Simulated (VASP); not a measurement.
Si2Ge3:

```
CELL_PARAMETERS angstrom
2.78933 0.00000 0.00000
-1.39466 2.41563 0.00000
0.00000 0.00000 13.09670
ATOMIC_POSITIONS crystal
Si 0.00000 0.00000 0.60000
Si 0.00000 0.00000 0.40000
Ge 0.00000 0.00000 0.80000
Ge 0.00000 0.00000 0.00000
Ge 0.00000 0.00000 0.20000
```

| Item | Value |
| --- | --- |
| Program | VASP 6.6.1 |
| Task | relaxation of cell and atoms |
| Functional | PBE |
| Potentials or basis | VASP PAW PBE potentials, release 64 (Si, Ge_d) |
| Cutoff | 600 eV |
| k mesh | 6 × 6 × 2 |
| Occupations | gaussian, width 0.1 eV |
| Spin | no spin polarisation |

At the start: pressure 2.1 GPa; volume 17.65 Å³/atom.

Q: How do energy, volume and symmetry change on relaxing?

A: Over 10 steps the energy falls by 36.2 meV/atom and the volume is 18.05 Å³/atom (+2.3 %); space group P6/mmm (No. 191, to 0.1 Å) before and after.

Step by step:
```
step  energy change (eV)  largest force (eV/Å)  pressure (GPa)  volume (Å³)
   1              0.0000                0.4279            2.06        88.25
   2             -0.1304                0.2296           -0.50        90.99
   3             -0.1539                0.2550            0.01        90.13
   4             -0.1544                0.2526           -0.03        90.22
   5             -0.1543                0.2523           -0.11        90.26
   6             -0.1649                0.2038           -0.12        90.22
   7             -0.1792                0.0668           -0.08        90.09
   8             -0.1802                0.0371            0.11        89.89
   9             -0.1805                0.0441            0.18        89.96
  10             -0.1808                0.0038           -0.02        90.26
```

Final structure:
```cif
data_structure
_symmetry_space_group_name_H-M 'P 1'
_symmetry_Int_Tables_number 1
_cell_length_a 2.7574
_cell_length_b 2.7574
_cell_length_c 13.7076
_cell_angle_alpha 90.000
_cell_angle_beta 90.000
_cell_angle_gamma 120.000
_cell_volume 90.26
loop_
_atom_site_label
_atom_site_type_symbol
_atom_site_fract_x
_atom_site_fract_y
_atom_site_fract_z
_atom_site_occupancy
Si1 Si 0.00000 0.00000 0.59582 1
Si2 Si 0.00000 0.00000 0.40418 1
Ge1 Ge 0.00000 0.00000 0.79433 1
Ge2 Ge 0.00000 0.00000 0.00000 1
Ge3 Ge 0.00000 0.00000 0.20567 1
```

Caveat: the k points lie up to 0.44 Å⁻¹ apart in the final cell; the highest band is partly filled, so the run has too few bands.
